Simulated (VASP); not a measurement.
# ZrB2 (P6/mmm) in VASP: a series of runs, part 2 of 2

VASP 6.6.1. The steps go on from the part before.

## 3. Single point, PBEsol (volume scaled by 0.97, then relaxed in part)

The input, INCAR:

```
SYSTEM = ZrB2
ALGO = Normal
EDIFF = 1E-7
ENCUT = 520
GGA = PS
ISIF = 2
ISMEAR = 0
LASPH = .TRUE.
LCHARG = .FALSE.
LREAL = .FALSE.
LWAVE = .FALSE.
NBANDS = 16
NELM = 80
PREC = Accurate
SIGMA = 0.1
```

The input, KPOINTS:

```
k-points
0
G
  18 18 12
  0 0 0
```

The input, POSCAR:

```
ZrB2
1.0
    3.1247986227      0.0000000000      0.0000000000
   -1.5623993113      2.7061549889      0.0000000000
    0.0000000000      0.0000000000      3.4674985335
Zr B
1 2
Direct
    0.0000000000      0.0000000000      0.0000000000
    0.3333333333      0.6666666667      0.5000000000
    0.6666666667      0.3333333333      0.5000000000
```

Potentials or basis: VASP PAW PBE potentials, release 64 (Zr_sv, B).

Run with:

```sh
$ cat potpaw_PBE.64/Zr_sv/POTCAR potpaw_PBE.64/B/POTCAR > POTCAR
$ mpirun -np 1 vasp_std > vasp.out
```

OUTCAR:

```text
SYSTEM = ZrB2
   EDIFF = 1E-7
   ENCUT = 520
   GGA = PS
   ISIF = 2
   ISMEAR = 0
   LASPH = .TRUE.
   LREAL = .FALSE.
   NELM = 80
   PREC = Accurate

 ion  position               nearest neighbor table
   1  0.000  0.000  0.000-   2 2.50   3 2.50   2 2.50   3 2.50   2 2.50   2 2.50   3 2.50   3 2.50
                             3 2.50   3 2.50   2 2.50   2 2.50
   2  0.333  0.667  0.500-   3 1.80   3 1.80   3 1.80   1 2.50   1 2.50   1 2.50   1 2.50   1 2.50
                             1 2.50
   3  0.667  0.333  0.500-   2 1.80   2 1.80   2 1.80   1 2.50   1 2.50   1 2.50   1 2.50   1 2.50
                             1 2.50

[... 656 lines left out ...]
  --------------------------------------------------------------------------------------
  -------------------------------------------------------------------------------------
  Total        1.5421342      1.5421342      1.5434234      0.0000000      0.0000000     -0.0000000
  in kB       84.2639379     84.2639379     84.3343840      0.0000000      0.0000000     -0.0000000
  external PRESSURE =      84.2874199 kB  Pullay stress =       0.0000000 kB

 VOLUME and BASIS-vectors are now :
 -----------------------------------------------------------------------------
  energy-cutoff  :      520.00
  volume of cell :       29.32
      direct lattice vectors                 reciprocal lattice vectors
     3.124798623  0.000000000  0.000000000     0.320020622  0.184763992  0.000000000
    -1.562399311  2.706154989  0.000000000     0.000000000  0.369527985  0.000000000
     0.000000000  0.000000000  3.467498534     0.000000000  0.000000000  0.288392335

 POSITION                                       TOTAL-FORCE (eV/Angst)
 -----------------------------------------------------------------------------------
      0.00000      0.00000      0.00000         0.000000      0.000000      0.000000
     -0.00000      1.80410      1.73375         0.000000      0.000000      0.000000
      1.56240      0.90205      1.73375        -0.000000     -0.000000      0.000000
 -----------------------------------------------------------------------------------
    total drift:                               -0.000000      0.000000      0.000000

  FREE ENERGIE OF THE ION-ELECTRON SYSTEM (eV)
  ---------------------------------------------------
  free  energy   TOTEN  =       -26.3783010895 eV

  energy  without entropy=      -26.3772823312  energy(sigma->0) =      -26.37779171
```

stdout:

```text
POSCAR found type information on POSCAR ZrB
 POSCAR found :  2 types and       3 ions
 scaLAPACK will be used
 -----------------------------------------------------------------------------
|                                                                             |
|                                                                             |
|     You enforced a specific xc type in the INCAR file but a different       |
|     I HOPE YOU KNOW WHAT YOU ARE DOING!                                     |
|                                                                             |
 -----------------------------------------------------------------------------

 LDA part: xc-table for (Slater+PW92), standard interpolation
 POSCAR, INCAR and KPOINTS ok, starting setup
 FFT: planning ... GRIDC
 FFT: planning ... GRID_SOFT
 FFT: planning ... GRID
 WAVECAR not read
 entering main loop
```

It took 51 s on 1 thread of AMD EPYC 9R45 (Zen 5), shared host; peak memory 0.21 GiB.

Results:

```yaml
Free_energy: -26.3783 eV
Pressure: 8.4 GPa
Band_gap_on_the_k_mesh: zero (band 9 reaches 11.71 eV, above the bottom of band 10 at 10.44 eV)
```

Levels at points of the mesh, in eV from the Fermi level:
| k point | band 7 | band 8 | band 9 | band 10 | band 11 | band 12 |
| --- | --- | --- | --- | --- | --- | --- |
| (0.00, 0.00, 0.00) | -2.79 | -2.76 | -2.30 | 3.57 | 3.57 | 4.43 |
| (0.50, 0.00, 0.00) | -4.08 | -3.14 | -2.89 | 2.32 | 2.39 | 5.19 |
| (0.00, 0.00, 0.50) | -1.02 | -1.02 | 0.24 | 0.24 | 0.76 | 0.76 |
| (0.50, 0.00, 0.50) | -4.84 | -4.35 | -1.91 | 4.00 | 4.28 | 5.61 |

Caveat: the cell differs from its parent crystal (volume scaled by 0.97, then relaxed in part); the PAW data sets were made with another functional, which shifts forces and pressure a little.

## 4. Single point, PBEsol

This run uses another cell than the first one, of 10.08 Å³/atom, 1.064 times its volume.

The input, INCAR:

```
PREC = Accurate
ENCUT = 520
EDIFF = 1E-6
ISMEAR = 0
SIGMA = 0.1
LREAL = False
LASPH = True
NELM = 80
ALGO = Normal
ISIF = 2
LWAVE = False
LCHARG = False
GGA = PS
NBANDS = 16
```

The input, KPOINTS:

```
Automatic mesh
0
Gamma
  18 18 12
```

The input, POSCAR:

```
ZrB2
1.0
    3.1549374828      0.0000000000      0.0000000000
   -1.5774687414      2.7322560075      0.0000000000
    0.0000000000      0.0000000000      3.5067685677
Zr B
1 2
Direct
    0.0000000000      0.0000000000      0.0000000000
    0.3333333333      0.6666666667      0.5000000000
    0.6666666667      0.3333333333      0.5000000000
```

Run with:

```sh
$ cat potpaw_PBE.64/Zr_sv/POTCAR potpaw_PBE.64/B/POTCAR > POTCAR
$ mpirun -np 1 vasp_std > vasp.out
```

Wall time 50 s (1 thread of AMD EPYC 9R45 (Zen 5), shared host); peak memory 0.21 GiB.

It converged, with:

- Free energy: -26.4032 eV
- Pressure: 0.3 GPa
- Band gap on the k mesh: zero (band 9 reaches 11.36 eV, above the bottom of band 10 at 10.11 eV)

Levels at points of the mesh, in eV from the Fermi level:
| k point | band 5 | band 6 | band 7 | band 8 | band 9 | band 10 | band 11 | band 12 | band 13 | band 14 |
| --- | --- | --- | --- | --- | --- | --- | --- | --- | --- | --- |
| (0.00, 0.00, 0.00) | -12.82 | -2.72 | -2.72 | -2.70 | -2.34 | 3.43 | 3.43 | 4.26 | 4.26 | 4.94 |
| (0.50, 0.00, 0.00) | -9.07 | -8.50 | -3.99 | -3.11 | -2.80 | 2.25 | 2.30 | 4.99 | 5.09 | 6.58 |
| (0.00, 0.00, 0.50) | -10.68 | -7.06 | -1.00 | -1.00 | 0.25 | 0.25 | 0.74 | 0.74 | 1.86 | 5.03 |
| (0.50, 0.00, 0.50) | -10.02 | -7.01 | -4.73 | -4.24 | -1.99 | 3.81 | 4.12 | 5.39 | 6.42 | 6.62 |

Caveat: the PAW data sets were made with another functional, which shifts forces and pressure a little.

## 5. Single point, PBEsol (volume scaled by 1.03, then relaxed in part)

The input, INCAR:

```
SYSTEM = ZrB2
PREC = Accurate ; ENCUT = 520
EDIFF = 1E-6 ; ISMEAR = 0
SIGMA = 0.1 ; LREAL = .FALSE.
LASPH = .TRUE. ; NELM = 80
ALGO = Normal ; ISIF = 2
LWAVE = .FALSE. ; LCHARG = .FALSE.
GGA = PS ; NBANDS = 16
```

The input, KPOINTS:

```
Automatic mesh
0
G
  18 18 12
  0 0 0
```

The input, POSCAR:

```
ZrB2
1.0
    3.1842581751      0.0000000000      0.0000000000
   -1.5921290876      2.7576484719      0.0000000000
    0.0000000000      0.0000000000      3.5457597078
Zr B
1 2
Direct
    0.0000000000      0.0000000000      0.0000000000
    0.3333333333      0.6666666667      0.5000000000
    0.6666666667      0.3333333333      0.5000000000
```

Run with:

```sh
$ cat potpaw_PBE.64/Zr_sv/POTCAR potpaw_PBE.64/B/POTCAR > POTCAR
$ mpirun -np 1 vasp_std > vasp.out
```

It took 50 s on 1 thread of AMD EPYC 9R45 (Zen 5), shared host; peak memory 0.21 GiB.

Results (log left out):

```yaml
Free_energy: -26.3853 eV
Pressure: -6.7 GPa
Band_gap_on_the_k_mesh: zero (band 9 reaches 11.02 eV, above the bottom of band 10 at 9.79 eV)
```

Levels at points of the mesh, in eV from the Fermi level:
```tsv
k point	band 6	band 7	band 8	band 9	band 10	band 11	band 12	band 13
(0.00, 0.00, 0.00)	-2.65	-2.65	-2.63	-2.37	3.29	3.29	4.10	4.10
(0.50, 0.00, 0.00)	-8.49	-3.90	-3.07	-2.72	2.19	2.21	4.82	4.89
(0.00, 0.00, 0.50)	-6.98	-0.98	-0.98	0.25	0.25	0.71	0.71	1.76
(0.50, 0.00, 0.50)	-6.99	-4.61	-4.15	-2.06	3.63	3.97	5.19	6.13
```

Caveat: the cell differs from its parent crystal (volume scaled by 1.03, then relaxed in part); the PAW data sets were made with another functional, which shifts forces and pressure a little.

## 6. Single point, PBEsol (volume scaled by 1.06, then relaxed in part)

The input, INCAR:

```
PREC = Accurate
ENCUT = 520
EDIFF = 1E-6
ISMEAR = 0
SIGMA = 0.1
LREAL = False
LASPH = True
NELM = 80
ALGO = Normal
ISIF = 2
LWAVE = False
LCHARG = False
GGA = PS
NBANDS = 16
```

The input, KPOINTS:

```
regular mesh
0
Gamma
  18 18 12
```

The input, POSCAR:

```
ZrB2
1.0
    3.2127247757      0.0000000000      0.0000000000
   -1.6063623879      2.7823012711      0.0000000000
    0.0000000000      0.0000000000      3.5846556374
Zr B
1 2
Direct
    0.0000000000      0.0000000000      0.0000000000
    0.3333333333      0.6666666667      0.5000000000
    0.6666666667      0.3333333333      0.5000000000
```

Potentials or basis: VASP PAW PBE potentials, release 64 (Zr_sv, B).

Run with:

```sh
$ cat potpaw_PBE.64/Zr_sv/POTCAR potpaw_PBE.64/B/POTCAR > POTCAR
$ mpirun -np 1 vasp_std > vasp.out
```

Run time: 52 s. Hardware: 1 thread of AMD EPYC 9R45 (Zen 5), shared host; peak memory 0.21 GiB.

The run converged. Its results:

| Property | Result |
| --- | --- |
| Free energy | -26.3305 eV |
| Pressure | -12.7 GPa |
| Band gap on the k mesh | zero (band 9 reaches 10.70 eV, above the bottom of band 10 at 9.48 eV) |

Levels at points of the mesh, in eV from the Fermi level:
```
           k point  band 7  band 8  band 9  band 10  band 11  band 12
(0.00, 0.00, 0.00)   -2.58   -2.58   -2.39     3.17     3.17     3.94
(0.50, 0.00, 0.00)   -3.81   -3.03   -2.64     2.13     2.13     4.65
(0.00, 0.00, 0.50)   -0.96   -0.96    0.26     0.26     0.69     0.69
(0.50, 0.00, 0.50)   -4.50   -4.05   -2.11     3.47     3.84     4.99
```

Caveat: the cell differs from its parent crystal (volume scaled by 1.06, then relaxed in part); the PAW data sets were made with another functional, which shifts forces and pressure a little.

## 7. Summary

| cell | gap on the mesh (eV) | pressure (GPa) |
| --- | --- | --- |
| a = 3.094, b = 3.094, c = 3.428 Å, angles 90.0, 90.0, 120.0°, 3 atoms | none | 17.8 |
| a = 3.125, b = 3.125, c = 3.467 Å, angles 90.0, 90.0, 120.0°, 3 atoms | none | 8.4 |
| a = 3.155, b = 3.155, c = 3.507 Å, angles 90.0, 90.0, 120.0°, 3 atoms | none | 0.3 |
| a = 3.184, b = 3.184, c = 3.546 Å, angles 90.0, 90.0, 120.0°, 3 atoms | none | -6.7 |
| a = 3.213, b = 3.213, c = 3.585 Å, angles 90.0, 90.0, 120.0°, 3 atoms | none | -12.7 |

Alike in all rows: task single point; level PBEsol; potentials or basis VASP PAW PBE potentials, release 64 (Zr_sv, B); no spin polarisation; k mesh 18 × 18 × 12; cutoff (eV) 520; smearing gaussian 0.1 eV.

Caveats: the PAW data sets were made with another functional, which shifts forces and pressure a little.

Total energies depend on the potentials used, so only differences within one code and one set of settings carry meaning.
